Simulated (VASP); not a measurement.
# ZnO (P6_3mc) in VASP: relaxation of the atoms with PBE

Aim: the relaxation of the atoms of ZnO with PBE.

Program: VASP 6.6.1. These are calculated values, not measurements. Logs are shortened: lines on timing, memory, paths and dates and some standing lists are left out, and cuts for length are marked.

**1. The cell of the first run**

The structure is hexagonal, space group P6_3mc (No. 186). Conventional cell: a = 3.249 Å, b = 3.249 Å, c = 5.204 Å, α = 90.00°, β = 90.00°, γ = 120.00°. Zn (site symmetry 3m) has 4 O at 1.97 to 1.99 Å within 2.6 Å. O (site symmetry 3m) has 4 Zn at 1.97 to 1.99 Å within 2.6 Å.

**2. Relaxation of the atoms, PBE**

The input, INCAR:

```
PREC = Accurate
ENCUT = 520
EDIFF = 1E-7
ISMEAR = -1
SIGMA = 0.01
LREAL = F
LASPH = T
NELM = 120
ALGO = Normal
ISIF = 2
LWAVE = F
LCHARG = F
GGA = PE
IBRION = 2
NSW = 80
EDIFFG = -0.02
GGA_COMPAT = F
NELMIN = 4
```

The input, KPOINTS:

```
regular mesh
0
Gamma
  12 12 7
```

The input, POSCAR:

```
ZnO
1.0
    3.2494000000      0.0000000000      0.0000000000
   -1.6247000000      2.8140629471      0.0000000000
    0.0000000000      0.0000000000      5.2038000000
Zn O
2 2
Direct
    0.3333333333      0.6666666667      0.0000000000
    0.6666666667      0.3333333333      0.5000000000
    0.3333333333      0.6666666667      0.3821000000
    0.6666666667      0.3333333333      0.8821000000
```

Potentials or basis: VASP PAW PBE potentials, release 64 (Zn, O).

Command:

```bash
cat potpaw_PBE.64/Zn/POTCAR potpaw_PBE.64/O/POTCAR > POTCAR
mpirun -np 1 vasp_std > vasp.out
```

OUTCAR:

```text
PREC = Accurate
   ENCUT = 520
   EDIFF = 1E-7
   ISMEAR = -1
   LREAL = F
   LASPH = T
   NELM = 120
   ISIF = 2
   GGA = PE
   IBRION = 2
   NSW = 80
   EDIFFG = -0.02
   NELMIN = 4

 ion  position               nearest neighbor table
   1  0.333  0.667  0.000-   4 1.97   4 1.97   4 1.97   3 1.99
   2  0.667  0.333  0.500-   3 1.97   3 1.97   3 1.97   4 1.99
   3  0.333  0.667  0.382-   2 1.97   2 1.97   2 1.97   1 1.99
   4  0.667  0.333  0.882-   1 1.97   1 1.97   1 1.97   2 1.99

  LATTYP: Found a hexagonal cell.
 ALAT       =     3.2494000000
 C/A-ratio  =     1.6014648858

  Lattice vectors:

 A1 = (   3.2494000000,   0.0000000000,   0.0000000000)
 A2 = (  -1.6247000000,   2.8140629471,   0.0000000000)
 A3 = (   0.0000000000,   0.0000000000,   5.2038000000)

Analysis of symmetry for initial positions (statically):
=====================================================================
 Subroutine PRICEL returns:
 Original cell was already a primitive cell.

 Routine SETGRP: Setting up the symmetry group for a
 hexagonal supercell.

 Subroutine GETGRP returns: Found 12 space group operations
 (whereof  6 operations were pure point group operations)
 out of a pool of 24 trial point group operations.

The static configuration has the point symmetry C_3v.
 The point group associated with its full space group is C_6v.

Analysis of symmetry for dynamics (positions and initial velocities):
=====================================================================
 Subroutine PRICEL returns:
 Original cell was already a primitive cell.

 Routine SETGRP: Setting up the symmetry group for a
 hexagonal supercell.

 Subroutine GETGRP returns: Found 12 space group operations
 (whereof  6 operations were pure point group operations)
 out of a pool of 24 trial point group operations.

The dynamic configuration has the point symmetry C_3v.
 The point group associated with its full space group is C_6v.

 Subroutine INISYM returns: Found 12 space group operations
 (whereof  6 operations are pure point group operations),
 and found     1 'primitive' translations

----------------------------------------------------------------------------------------

                                     Primitive cell

  volume of cell :      47.5836

  direct lattice vectors                    reciprocal lattice vectors
     3.249400000  0.000000000  0.000000000     0.307749123  0.177679039  0.000000000
    -1.624700000  2.814062947  0.000000000     0.000000000  0.355358078  0.000000000
     0.000000000  0.000000000  5.203800000     0.000000000  0.000000000  0.192167262

  length of vectors
     3.249400000  3.249400000  5.203800000     0.355358078  0.355358078  0.192167262

  position of ions in fractional coordinates (direct lattice)
     0.333333333  0.666666667  0.000000000
     0.666666667  0.333333333  0.500000000
     0.333333333  0.666666667  0.382100000
     0.666666667  0.333333333  0.882100000

  ion indices of the primitive-cell ions
   primitive index   ion index
                 1           1
                 2           2
                 3           3
                 4           4

----------------------------------------------------------------------------------------

 KPOINTS: regular mesh

Automatic generation of k-mesh.
 Grid dimensions read from file:
 generate k-points for:   12   12    7

 Generating k-lattice:

  Cartesian coordinates                     Fractional coordinates (reciprocal lattice)
     0.025645760  0.014806587  0.000000000     0.083333333  0.000000000  0.000000000
     0.000000000  0.029613173  0.000000000     0.000000000  0.083333333  0.000000000
     0.000000000  0.000000000  0.027452466     0.000000000  0.000000000  0.142857143
[... 56 lines left out ...]
   NELM   =    120;   NELMIN=  4; NELMDL= -5     # of ELM steps
   EDIFF  = 0.1E-06   stopping-criterion for ELM
   LREAL  =      F    real-space projection
   EDIFFG = -.2E-01   stopping-criterion for IOM
   NSW    =     80    number of steps for IOM
   IBRION =      2    ionic relax: 0-MD 1-quasi-New 2-CG
   NFREE  =      1    steps in history (QN), initial steepest desc. (CG)
   ISIF   =      2    stress and relaxation
   ISYM   =      2    0-nonsym 1-usesym 2-fastsym
   POTIM  = 0.5000    time-step for ionic-motion
   TEBEG  =    0.0;   TEEND  =   0.0 temperature during run
   PSTRESS=    0.0 pullay stress
   NELECT =      36.0000    total number of electrons
   NUPDOWN=      -1.0000    fix difference up-down
   EMIN   =  10.00;   EMAX   =-10.00  energy-range for DOS
   EFERMI =   0.00;   METHOD = LEGACY
   ISMEAR =    -1;   SIGMA  =   0.01  broadening in eV -4-tet -1-fermi 0-gaus
   EFERMI_NEDOS =   21; number of points for ismear=-14 and -15
   IALGO  =     38    algorithm
   IMIX   =      4    mixing-type and parameters
     AMIX     =   0.40;   BMIX     =  1.00
     AMIX_MAG =   1.60;   BMIX_MAG =  1.00
  volume/ion in A,a.u.               =      11.90        80.28
  Fermi-wavevector in a.u.,A,eV,Ry     =   1.491729  2.818958 30.276420  2.225254
  Thomas-Fermi vector in A             =   2.604347
   LORBIT       =      0    0 simple, 1 ext, 2 COOP (PROOUT), +10 PAW based schemes
   GGA     = PE    functional components
   LHFCALC =     F    Hartree Fock is set to
   AEXX    =    0.0000 exact exchange contribution
   IVDW    =     0    specifies the selected vdW correction
   LEPSILON=     F    determine dielectric tensor
   LRPA    =     F    only Hartree local field effects (RPA)
 conjugate gradient relaxation of ions
 non-spin polarized calculation
  energy-cutoff  :      520.00
  volume of cell :       47.58
 maximum number of plane-waves:      1311
   NGX = 13   NGY = 13   NGZ = 19

--------------------------------------- Ionic step        1  -------------------------------------------

 number of electron      36.0000016 magnetization

 Free energy of the ion-electron system (eV)
  ---------------------------------------------------
  ext. energy  EPLUGINS =         0.00000000
  ---------------------------------------------------
  free energy    TOTEN  =       -17.82226802 eV

  energy without entropy =      -17.82226802  energy(sigma->0) =      -17.82226802

------------------------ aborting loop because EDIFF is reached ----------------------------------------

  FORCE on cell =-STRESS in cart. coord.  units (eV):
  Direction    XX          YY          ZZ          XY          YZ          ZX
  --------------------------------------------------------------------------------------
  -------------------------------------------------------------------------------------
  Total        1.7662207      1.7662207      1.8439720      0.0000000      0.0000000      0.0000000
  in kB       59.4700041     59.4700041     62.0879488      0.0000000      0.0000000      0.0000000
  external PRESSURE =      60.3426524 kB  Pullay stress =       0.0000000 kB

 VOLUME and BASIS-vectors are now :
 -----------------------------------------------------------------------------
  energy-cutoff  :      520.00
  volume of cell :       47.58
      direct lattice vectors                 reciprocal lattice vectors
     3.249400000  0.000000000  0.000000000     0.307749123  0.177679039  0.000000000
    -1.624700000  2.814062947  0.000000000     0.000000000  0.355358078  0.000000000
     0.000000000  0.000000000  5.203800000     0.000000000  0.000000000  0.192167262

 POSITION                                       TOTAL-FORCE (eV/Angst)
 -----------------------------------------------------------------------------------
     -0.00000      1.87604      0.00000         0.000000      0.000000      0.032718
      1.62470      0.93802      2.60190         0.000000     -0.000000      0.032718
     -0.00000      1.87604      1.98837         0.000000     -0.000000     -0.032718
      1.62470      0.93802      4.59027        -0.000000      0.000000     -0.032718
 -----------------------------------------------------------------------------------
    total drift:                               -0.000000     -0.000000     -0.000153

  FREE ENERGIE OF THE ION-ELECTRON SYSTEM (eV)
  ---------------------------------------------------
  free  energy   TOTEN  =       -17.8222680248 eV

  energy  without entropy=      -17.8222680248  energy(sigma->0) =      -17.82226802

--------------------------------------- Ionic step        2  -------------------------------------------

 number of electron      36.0000017 magnetization

 Free energy of the ion-electron system (eV)
  ---------------------------------------------------
  ext. energy  EPLUGINS =         0.00000000
  ---------------------------------------------------
  free energy    TOTEN  =       -17.82240993 eV

  energy without entropy =      -17.82240993  energy(sigma->0) =      -17.82240993

 E-fermi :   1.4241     XC(G=0): -10.9131

 val. band max:        1.2069445928   @ k =   0.0000   0.0000   0.0000
 cond. band min:       1.9967631449   @ k =   0.0000   0.0000   0.0000
 fundamental gap:      0.7898185521
 Fermi energy:         1.4240944224

 k-point     1 :       0.0000    0.0000    0.0000
  band No.  band energies     occupation
      1     -16.8871      2.00000
      2     -16.1570      2.00000
      3      -4.4971      2.00000
      4      -4.4971      2.00000
      5      -4.4194      2.00000
      6      -4.4083      2.00000
[... 589 lines left out ...]
     21       9.4505      0.00000
     22      10.0463      0.00000

 [... further k-points ...]
[... 5 lines left out ...]
  --------------------------------------------------------------------------------------
  -------------------------------------------------------------------------------------
  Total        1.7247600      1.7247600      1.8935327      0.0000000      0.0000000      0.0000000
  in kB       58.0739915     58.0739915     63.7566982      0.0000000      0.0000000      0.0000000
  external PRESSURE =      59.9682271 kB  Pullay stress =       0.0000000 kB

 VOLUME and BASIS-vectors are now :
 -----------------------------------------------------------------------------
  energy-cutoff  :      520.00
  volume of cell :       47.58
      direct lattice vectors                 reciprocal lattice vectors
     3.249400000  0.000000000  0.000000000     0.307749123  0.177679039  0.000000000
    -1.624700000  2.814062947  0.000000000     0.000000000  0.355358078  0.000000000
     0.000000000  0.000000000  5.203800000     0.000000000  0.000000000  0.192167262

 POSITION                                       TOTAL-FORCE (eV/Angst)
 -----------------------------------------------------------------------------------
     -0.00000      1.87604      0.00158        -0.000000      0.000000      0.011801
      1.62470      0.93802      2.60348         0.000000      0.000000      0.011801
     -0.00000      1.87604      1.98679         0.000000      0.000000     -0.011801
      1.62470      0.93802      4.58869        -0.000000      0.000000     -0.011801
 -----------------------------------------------------------------------------------
    total drift:                               -0.000000     -0.000000      0.001594

  FREE ENERGIE OF THE ION-ELECTRON SYSTEM (eV)
  ---------------------------------------------------
  free  energy   TOTEN  =       -17.8224099321 eV

  energy  without entropy=      -17.8224099321  energy(sigma->0) =      -17.82240993

 reached required accuracy - stopping structural energy minimisation
```

Wall time 2.5 min (1 thread of AMD EPYC 7R13, shared host); peak memory 0.18 GiB.

Results:

| Item | Value |
| --- | --- |
| Free energy | -17.8224 eV |
| Energy gained by relaxing | 0.0 meV/atom |
| Ionic steps | 2 |
| Pressure after relaxing | 6.0 GPa |
| Largest force after relaxing | 0.012 eV/Å |
| Band gap on the k mesh | 0.79 eV |

Forces in eV/Å, atoms in the order of the input:
```
Zn   0.000  0.000  0.012
Zn   0.000  0.000  0.012
O    0.000  0.000 -0.012
O    0.000  0.000 -0.012
```

Stress tensor (GPa, compression positive):
```
5.81 0.00 0.00
0.00 5.81 0.00
0.00 0.00 6.38
```

The path:
```csv
step,energy change (eV),largest force (eV/Å),pressure (GPa)
1,0.0000,0.0327,6.03
2,-0.0001,0.0118,6.00
```

Final structure:
```
CELL_PARAMETERS angstrom
3.24940 0.00000 0.00000
-1.62470 2.81406 0.00000
0.00000 0.00000 5.20380
ATOMIC_POSITIONS crystal
Zn 0.33333 0.66667 0.00030
Zn 0.66667 0.33333 0.50030
O 0.33333 0.66667 0.38180
O 0.66667 0.33333 0.88180
```
